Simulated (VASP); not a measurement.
A run of VASP 6.6.1 is set up as follows.

The input INCAR:

```
SYSTEM = Al6GaAs8
ALGO = Normal ; EDIFF = 1E-7
ENCUT = 520 ; GGA = PS
ISIF = 2 ; ISMEAR = 0
LASPH = .True. ; LCHARG = .False.
LREAL = Auto ; LWAVE = .False.
NBANDS = 48 ; NELM = 80
PREC = Accurate ; SIGMA = 0.02
```

Contents of KPOINTS:

```
k-points
0
Gamma
  2 2 2
  0 0 0
```

File POSCAR:

```
Al6GaAs8
1.0
    0.0000000000      5.6758016010     -5.6758016010
    5.6758016010      5.6758016010      0.0000000000
    5.6758016010      0.0000000000     -5.6758016010
Ga Al As
1 6 8
Direct
    0.4788547400     -0.3143160430      0.4788547400
   -0.0387664185     -0.0004782584      0.5064896031
    0.0262795479      0.5039033605      0.5076704054
    0.5064896031     -0.0004782584     -0.0387664185
    0.5076704054      0.5039033605      0.0262795479
   -0.0024724261      0.0116471654     -0.0024724261
    0.0153053271      0.5024063913      0.0153053271
    0.1262632224      0.1271203701      0.1262632224
    0.1351516586      0.6365197824      0.1351516586
    0.6255886392      0.1400055985      0.0799659734
    0.6375232530      0.6304231105      0.1506394268
    0.0799660615      0.1400056866      0.6255885511
    0.1506394268      0.6304231105      0.6375232530
    0.5958829673      0.0470001453      0.5958829673
    0.6556241323      0.6919145129      0.6556241323
```

Potentials or basis: VASP PAW PBE potentials, release 64 (Ga_d, Al, As).

Command:

```sh
$ cat potpaw_PBE.64/Ga_d/POTCAR potpaw_PBE.64/Al/POTCAR potpaw_PBE.64/As/POTCAR > POTCAR
$ mpirun -np 1 vasp_std > vasp.out
```

(1) What does it give for the band gap on the k mesh?

(2) What does it give for the largest force?

(3) Predict the pressure.

Answers

(1) zero (an odd number of electrons rules out a gap without spin polarisation).

(2) 0.073 eV/Å.

(3) -1.6 GPa.

Caveat: the k points lie up to 0.48 Å⁻¹ apart, too coarse for converged energies and pressures of a metal; the PAW data sets were made with another functional, which shifts forces and pressure a little.
